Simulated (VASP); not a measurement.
# Al (Fm-3m) in VASP: a series of runs

Runs on Al. Level: PBE. Tasks: single point, relaxation of cell and atoms.

Everything below comes from runs of VASP 6.6.1. Logs are shortened: lines on timing, memory, paths and dates and some standing lists are left out, and cuts for length are marked.

## 1. The cell of the first run

Symmetry: Fm-3m, No. 225, cubic system. Conventional cell: a = 4.041 Å, b = 4.041 Å, c = 4.041 Å, α = 90.00°, β = 90.00°, γ = 90.00°. Within 3.8 Å of Al (site symmetry m-3m) lie 12 Al at 2.86 Å.

## 2. Single point, PBE

INCAR

```
PREC = Accurate ; ENCUT = 520
EDIFF = 1E-7 ; ISMEAR = 1
SIGMA = 0.4 ; LREAL = False
LASPH = True ; NELM = 80
ALGO = Normal ; ISIF = 2
LWAVE = False ; LCHARG = True
GGA = PE ; LELF = True
LVHAR = True ; NBANDS = 8
```

KPOINTS

```
Automatic mesh
0
Gamma
  16 16 16
```

POSCAR

```
Al
1.0
    0.0000000000      2.0203273918      2.0203273918
    2.0203273918      0.0000000000      2.0203273918
    2.0203273918      2.0203273918      0.0000000000
Al
1
Direct
    0.0000000000      0.0000000000      0.0000000000
```

Potentials or basis: VASP PAW PBE potentials, release 64 (Al).

Run with:

```
$ cat potpaw_PBE.64/Al/POTCAR > POTCAR
$ mpirun -np 1 vasp_std > vasp.out
```

OUTCAR:

```text
PREC = Accurate
   ENCUT = 520
   EDIFF = 1E-7
   ISMEAR = 1
   LREAL = False
   LASPH = True
   NELM = 80
   ISIF = 2
   GGA = PE

 ion  position               nearest neighbor table
   1  0.000  0.000  0.000-

  LATTYP: Found a face centered cubic cell.
 ALAT       =     4.0406547836

  Lattice vectors:

 A1 = (   0.0000000000,   2.0203273918,   2.0203273918)
 A2 = (   2.0203273918,   0.0000000000,   2.0203273918)
 A3 = (   2.0203273918,   2.0203273918,   0.0000000000)

Analysis of symmetry for initial positions (statically):
=====================================================================
 Subroutine PRICEL returns:
 Original cell was already a primitive cell.

 Routine SETGRP: Setting up the symmetry group for a
 face centered cubic supercell.

 Subroutine GETGRP returns: Found 48 space group operations
 (whereof 48 operations were pure point group operations)
 out of a pool of 48 trial point group operations.

The static configuration has the point symmetry O_h .

Analysis of symmetry for dynamics (positions and initial velocities):
=====================================================================
 Subroutine PRICEL returns:
 Original cell was already a primitive cell.

 Routine SETGRP: Setting up the symmetry group for a
 face centered cubic supercell.

 Subroutine GETGRP returns: Found 48 space group operations
 (whereof 48 operations were pure point group operations)
 out of a pool of 48 trial point group operations.

The dynamic configuration has the point symmetry O_h .

 Subroutine INISYM returns: Found 48 space group operations
 (whereof 48 operations are pure point group operations),
 and found     1 'primitive' translations

----------------------------------------------------------------------------------------

                                     Primitive cell

  volume of cell :      16.4928

  direct lattice vectors                    reciprocal lattice vectors
     0.000000000  2.020327392  2.020327392    -0.247484641  0.247484641  0.247484641
     2.020327392  0.000000000  2.020327392     0.247484641 -0.247484641  0.247484641
     2.020327392  2.020327392  0.000000000     0.247484641  0.247484641 -0.247484641

  length of vectors
     2.857174398  2.857174398  2.857174398     0.428655973  0.428655973  0.428655973

  position of ions in fractional coordinates (direct lattice)
     0.000000000  0.000000000  0.000000000

  ion indices of the primitive-cell ions
   primitive index   ion index
                 1           1

----------------------------------------------------------------------------------------

 KPOINTS: Automatic mesh

Automatic generation of k-mesh.
 Grid dimensions read from file:
 generate k-points for:   16   16   16

 Generating k-lattice:

  Cartesian coordinates                     Fractional coordinates (reciprocal lattice)
    -0.015467790  0.015467790  0.015467790     0.062500000  0.000000000  0.000000000
     0.015467790 -0.015467790  0.015467790     0.000000000  0.062500000  0.000000000
     0.015467790  0.015467790 -0.015467790     0.000000000  0.000000000  0.062500000

  Length of vectors
     0.026790998  0.026790998  0.026790998

  Shift w.r.t. Gamma in fractional coordinates (k-lattice)
     0.000000000  0.000000000  0.000000000

 Subroutine IBZKPT returns following result:
 ===========================================

 Found    145 irreducible k-points:

 Following reciprocal coordinates:
            Coordinates               Weight
  0.000000  0.000000  0.000000      1.000000
  0.062500  0.000000  0.000000      8.000000
  0.125000  0.000000  0.000000      8.000000
  0.187500  0.000000  0.000000      8.000000
  0.250000  0.000000  0.000000      8.000000
  0.312500  0.000000  0.000000      8.000000
[... 16 lines left out ...]
 -0.125000  0.062500  0.000000     24.000000
 -0.062500  0.062500  0.000000     12.000000
 [... further k-points ...]
   k-points           NKPTS =    145   k-points in BZ     NKDIM =    145   number of bands    NBANDS=      8
   number of dos      NEDOS =    301   number of ions     NIONS =      1
   total plane-waves  NPLWV =  13824
   dimension x,y,z NGX =    24 NGY =   24 NGZ =   24
   dimension x,y,z NGXF=    48 NGYF=   48 NGZF=   48
   ions per type =               1
   NGX,Y,Z   is equivalent  to a cutoff of  13.96, 13.96, 13.96 a.u.
   NGXF,Y,Z  is equivalent  to a cutoff of  27.93, 27.93, 27.93 a.u.
 SYSTEM =  unknown system
   PREC   = accura    normal or accurate (medium, high low for compatibility)
   ISTART =      0    job   : 0-new  1-cont  2-samecut
   ICHARG =      2    charge: 1-file 2-atom 10-const
   ISPIN  =      1    spin polarized calculation?
   LNONCOLLINEAR =      F non collinear calculations
   LSORBIT =      F    spin-orbit coupling
   LASPH  =      T    aspherical Exc in radial PAW
   ENCUT  =  520.0 eV  38.22 Ry    6.18 a.u.   5.31  5.31  5.31*2*pi/ulx,y,z
   NELM   =     80;   NELMIN=  2; NELMDL= -5     # of ELM steps
   EDIFF  = 0.1E-06   stopping-criterion for ELM
   LREAL  =      F    real-space projection
   EDIFFG = 0.1E-05   stopping-criterion for IOM
   NSW    =      0    number of steps for IOM
   IBRION =     -1    ionic relax: 0-MD 1-quasi-New 2-CG
   NFREE  =      0    steps in history (QN), initial steepest desc. (CG)
   ISIF   =      2    stress and relaxation
   ISYM   =      2    0-nonsym 1-usesym 2-fastsym
   POTIM  = 0.5000    time-step for ionic-motion
   TEBEG  =    0.0;   TEEND  =   0.0 temperature during run
   PSTRESS=    0.0 pullay stress
   NELECT =       3.0000    total number of electrons
   NUPDOWN=      -1.0000    fix difference up-down
   EMIN   =  10.00;   EMAX   =-10.00  energy-range for DOS
   EFERMI =   0.00;   METHOD = LEGACY
   ISMEAR =     1;   SIGMA  =   0.40  broadening in eV -4-tet -1-fermi 0-gaus
   EFERMI_NEDOS =   21; number of points for ismear=-14 and -15
   IALGO  =     38    algorithm
   IMIX   =      4    mixing-type and parameters
     AMIX     =   0.40;   BMIX     =  1.00
     AMIX_MAG =   1.60;   BMIX_MAG =  1.00
  volume/ion in A,a.u.               =      16.49       111.30
  Fermi-wavevector in a.u.,A,eV,Ry     =   0.927577  1.752867 11.706451  0.860400
  Thomas-Fermi vector in A             =   2.053662
   LORBIT       =      0    0 simple, 1 ext, 2 COOP (PROOUT), +10 PAW based schemes
   GGA     = PE    functional components
   LHFCALC =     F    Hartree Fock is set to
   AEXX    =    0.0000 exact exchange contribution
   IVDW    =     0    specifies the selected vdW correction
   LEPSILON=     F    determine dielectric tensor
   LRPA    =     F    only Hartree local field effects (RPA)
 non-spin polarized calculation
 Methfessel and Paxton  Order N= 1 SIGMA  =   0.40
  energy-cutoff  :      520.00
  volume of cell :       16.49
 maximum number of plane-waves:       459
 NGX is ok and might be reduce to    24
   NGX = 11   NGY = 11   NGZ = 11

 number of electron       3.0000000 magnetization

 Free energy of the ion-electron system (eV)
  ---------------------------------------------------
  ext. energy  EPLUGINS =         0.00000000
  ---------------------------------------------------
  free energy    TOTEN  =        -3.75032526 eV

  energy without entropy =       -3.75255486  energy(sigma->0) =       -3.75106846

 E-fermi :   8.0444     XC(G=0): -10.1983

 val. band max:        8.0079518391   @ k =  -0.2500   0.3125   0.1250
 cond. band min:       8.1226588131   @ k =   0.4375   0.4375   0.0000
 fundamental gap:      0.1147069740
 Fermi energy:         8.0444429370

 k-point     1 :       0.0000    0.0000    0.0000
  band No.  band energies     occupation
      1      -3.1329      2.00000
      2      20.6261      0.00000
      3      20.6261      0.00000
      4      20.6261      0.00000
      5      22.1213      0.00000
      6      22.1213      0.00000
      7      22.1213      0.00000
      8      24.4732      0.00000

 k-point     2 :       0.0625    0.0000    0.0000
  band No.  band energies     occupation
      1      -3.0267      2.00000
      2      18.8393      0.00000
      3      20.2517      0.00000
      4      20.2517      0.00000
      5      22.6607      0.00000
      6      22.6607      0.00000
      7      22.7329      0.00000
      8      25.5733      0.00000

 k-point     3 :       0.1250    0.0000    0.0000
  band No.  band energies     occupation
      1      -2.7085      2.00000
      2      16.3220      0.00000
      3      19.6821      0.00000
      4      19.6821      0.00000
      5      22.7259      0.00000
      6      23.6642      0.00000
      7      23.6642      0.00000
      8      25.6733      0.00000

 k-point     4 :       0.1875    0.0000    0.0000
  band No.  band energies     occupation
      1      -2.1798      2.00000
      2      13.8263     -0.00000
      3      19.2198      0.00000
      4      19.2198      0.00000
      5      22.5273      0.00000
      6      23.8469      0.00000
      7      23.8469      0.00000
      8      25.5103      0.00000

 k-point     5 :       0.2500    0.0000    0.0000
  band No.  band energies     occupation
      1      -1.4428      2.00000
      2      11.4447     -0.00000
      3      18.9156      0.00000
      4      18.9156      0.00000
      5      22.3639      0.00000
      6      22.7661      0.00000
      7      22.7661      0.00000
      8      26.7713      0.00000

 k-point     6 :       0.3125    0.0000    0.0000
  band No.  band energies     occupation
      1      -0.5009      2.00000
      2       9.2096     -0.00030
      3      18.7823      0.00000
      4      18.7823      0.00000
      5      21.6964      0.00000
      6      21.6964      0.00000
      7      22.3197      0.00000
      8      25.6831      0.00000

 k-point     7 :       0.3750    0.0000    0.0000
  band No.  band energies     occupation
      1       0.6421      2.00000
      2       7.1376      2.00615
      3      18.8245      0.00000
      4      18.8245      0.00000
      5      20.7737      0.00000
      6      20.7737      0.00000
      7      22.4351      0.00000
      8      24.7066      0.00000

 k-point     8 :       0.4375    0.0000    0.0000
  band No.  band energies     occupation
      1       1.9809      2.00000
      2       5.2397      2.00000
      3      19.0441      0.00000
      4      19.0441      0.00000
      5      20.0207      0.00000
      6      20.0207      0.00000
      7      22.7275      0.00000
      8      23.8790      0.00000

 k-point     9 :       0.5000    0.0000    0.0000
  band No.  band energies     occupation
      1       3.4099      2.00000
      2       3.6242      2.00000
      3      19.4189      0.00000
      4      19.4189      0.00000
      5      19.4674      0.00000
      6      19.4674      0.00000
      7      23.1345      0.00000
      8      23.2907      0.00000

 k-point    10 :       0.0625    0.0625    0.0000
  band No.  band energies     occupation
      1      -2.9913      2.00000
      2      19.4278      0.00000
      3      19.4278      0.00000
      4      19.7051      0.00000
      5      21.7847      0.00000
      6      23.5272      0.00000
      7      23.5272      0.00000
      8      25.6772      0.00000
[... 78 lines left out ...]
 k-point    18 :      -0.4375    0.0625    0.0000
  band No.  band energies     occupation
      1       2.5594      2.00000
      2       4.7370      2.00000
      3      17.2358      0.00000
      4      18.5868      0.00000
      5      20.1083      0.00000
      6      20.5447      0.00000
      7      23.6181      0.00000
      8      24.7710      0.00000

 k-point    19 :      -0.3750    0.0625    0.0000
  band No.  band energies     occupation
      1       1.1586      2.00000
      2       6.5718      2.00000
      3      16.9527      0.00000
      4      19.2812      0.00000
      5      20.2689      0.00000
      6      20.8250      0.00000
      7      23.2712      0.00000
      8      25.4999      0.00000

 k-point    20 :      -0.3125    0.0625    0.0000
  band No.  band energies     occupation
      1      -0.0495      2.00000
      2       8.5835     -0.06699
      3      16.8542      0.00000
      4      20.0569      0.00000
      5      20.2638      0.00000
      6      21.7103      0.00000
      7      23.0980      0.00000
      8      26.3512      0.00000

 k-point    21 :      -0.2500    0.0625    0.0000
  band No.  band energies     occupation
      1      -1.0583      2.00000
      2      10.7596     -0.00000
      3      16.9403      0.00000
      4      20.2062      0.00000
      5      21.2225      0.00000
      6      22.7237      0.00000
      7      23.1091      0.00000
      8      26.2426      0.00000

 k-point    22 :      -0.1875    0.0625    0.0000
  band No.  band energies     occupation
      1      -1.8635      2.00000
      2      13.0815     -0.00000
      3      17.2116      0.00000
      4      20.4357      0.00000
      5      22.3740      0.00000
      6      23.1391      0.00000
      7      23.9495      0.00000
      8      24.7113      0.00000

 k-point    23 :      -0.1250    0.0625    0.0000
  band No.  band energies     occupation
      1      -2.4615      2.00000
      2      15.5057     -0.00000
      3      17.6770      0.00000
      4      20.7725      0.00000
      5      22.8893      0.00000
      6      23.2649      0.00000
      7      24.2073      0.00000
      8      24.7050      0.00000

 k-point    24 :      -0.0625    0.0625    0.0000
  band No.  band energies     occupation
      1      -2.8498      2.00000
      2      17.7667      0.00000
      3      18.5090      0.00000
      4      20.9015      0.00000
      5      22.2953      0.00000
      6      23.1521      0.00000
      7      23.7860      0.00000
      8      25.4705      0.00000

 [... further k-points ...]
[... 5 lines left out ...]
  --------------------------------------------------------------------------------------
  -------------------------------------------------------------------------------------
  Total       -0.0046510     -0.0046510     -0.0046510      0.0000000      0.0000000      0.0000000
  in kB       -0.4518128     -0.4518128     -0.4518128      0.0000000      0.0000000      0.0000000
  external PRESSURE =      -0.4518128 kB  Pullay stress =       0.0000000 kB

 VOLUME and BASIS-vectors are now :
 -----------------------------------------------------------------------------
  energy-cutoff  :      520.00
  volume of cell :       16.49
      direct lattice vectors                 reciprocal lattice vectors
     0.000000000  2.020327392  2.020327392    -0.247484641  0.247484641  0.247484641
     2.020327392  0.000000000  2.020327392     0.247484641 -0.247484641  0.247484641
     2.020327392  2.020327392  0.000000000     0.247484641  0.247484641 -0.247484641

 POSITION                                       TOTAL-FORCE (eV/Angst)
 -----------------------------------------------------------------------------------
      0.00000      0.00000      0.00000         0.000000      0.000000      0.000000
 -----------------------------------------------------------------------------------
    total drift:                                0.000000     -0.000000     -0.000000

  FREE ENERGIE OF THE ION-ELECTRON SYSTEM (eV)
  ---------------------------------------------------
  free  energy   TOTEN  =        -3.7503252631 eV

  energy  without entropy=       -3.7525548622  energy(sigma->0) =       -3.75106846
```

It took 12 s on 1 thread of AMD EPYC 9R45 (Zen 5), shared host; peak memory 0.11 GiB.

Results:

- Free energy: -3.7503 eV
- Pressure: 0.0 GPa

## 3. Relaxation of cell and atoms, PBE

This run uses another cell than the first one, of 16.61 Å³/atom, 1.007 times its volume.

INCAR

```
SYSTEM = Al
ALGO = Normal
EDIFF = 1E-6
EDIFFG = -0.005
ENCUT = 600
GGA = PE
IBRION = 2
ISIF = 3
ISMEAR = 1
LASPH = .TRUE.
LCHARG = .FALSE.
LREAL = .FALSE.
LWAVE = .FALSE.
NELM = 100
NSW = 60
PREC = Accurate
SIGMA = 0.4
```

KPOINTS

```
k-points
0
G
  16 16 16
  0 0 0
```

POSCAR

```
Al
1.0
    0.0000000000      2.0250000000      2.0250000000
    2.0250000000      0.0000000000      2.0250000000
    2.0250000000      2.0250000000      0.0000000000
Al
1
Direct
    0.0000000000      0.0000000000      0.0000000000
```

Potentials or basis: VASP PAW PBE potentials, release 64 (Al).

Run with:

```
$ cat potpaw_PBE.64/Al/POTCAR > POTCAR
$ mpirun -np 1 vasp_std > vasp.out
```

It took 11 s on 1 thread of AMD EPYC 9R45 (Zen 5), shared host; peak memory 0.11 GiB.

It converged, with:

```
Free energy                            : -3.7504 eV
Relaxed volume                         : 16.48 Å³/atom
Relaxed cell                           : a = 2.857 Å, b = 2.857 Å, c = 2.857 Å, α = 60.00°, β = 60.00°, γ = 60.00°
Space group after relaxing (to 0.05 Å) : Fm-3m (No. 225)
Energy gained by relaxing              : 0.2 meV/atom
Ionic steps                            : 3
Pressure after relaxing                : 0.0 GPa
```

The path:
```csv
step,energy change (eV),largest force (eV/Å),pressure (GPa),volume (Å³)
1,0.0000,0.0000,-0.57,16.61
2,-0.0002,0.0000,0.09,16.47
3,-0.0002,0.0000,0.01,16.48
```

Final structure:
```cif
data_structure
_symmetry_space_group_name_H-M 'P 1'
_symmetry_Int_Tables_number 1
_cell_length_a 2.8566
_cell_length_b 2.8566
_cell_length_c 2.8566
_cell_angle_alpha 60.000
_cell_angle_beta 60.000
_cell_angle_gamma 60.000
_cell_volume 16.48
loop_
_atom_site_label
_atom_site_type_symbol
_atom_site_fract_x
_atom_site_fract_y
_atom_site_fract_z
_atom_site_occupancy
Al1 Al 0.00000 0.00000 0.00000 1
```

Levels at points of the mesh, in eV from the Fermi level:
```csv
k point,band 1,band 2,band 3,band 4,band 5
"(0.00, 0.00, 0.00)",-11.18,12.58,12.58,12.58,14.08
"(0.50, 0.00, 0.00)",-4.64,-4.42,11.38,11.38,11.43
"(0.50, 0.50, 0.00)",-2.97,-1.64,5.22,5.56,5.56
```
